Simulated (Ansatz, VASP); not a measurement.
**Cu: VASP beside Ansatz**

```
Cu
1.0
    -1.51493    1.51493    1.37608
     1.51493   -1.51493    1.37608
     1.37065    1.37065   -1.37608
Cu
1
Direct
  0.00000 0.00000 0.00000
```

Change from the starting cell: strain -0.1000 x Voigt [0, 0, 0, 0, 0, 1], atoms carried along.

Alike in both runs: task single point; functional r2SCAN; k mesh 24 × 24 × 24; occupations gaussian, width 0.15 eV; no spin polarisation.

```csv
,VASP,Ansatz
version,VASP 6.6.1,Ansatz 0.2.0
potentials or method,"VASP PAW PBE potentials, release 64 (Cu), cutoff 520 eV","scalar-relativistic, plane waves, PAW"
valence electrons in the cell,11,19
```

```tsv
	VASP	Ansatz	Ansatz less VASP
gap on the k mesh at the Fermi level (eV)	none	none	-
pressure (GPa)	3.1	2.4	-0.69
traceless stress, the component that is largest in VASP (GPa)	11.78	11.81	+0.029
```

VASP's potentials were made for PBE, not for r2SCAN. A gap of «none» marks a metal or a gap that the smearing closes. VASP's potentials hold 11 valence electrons a cell and Ansatz's 19, so a difference there can come from the potentials and not from the codes.
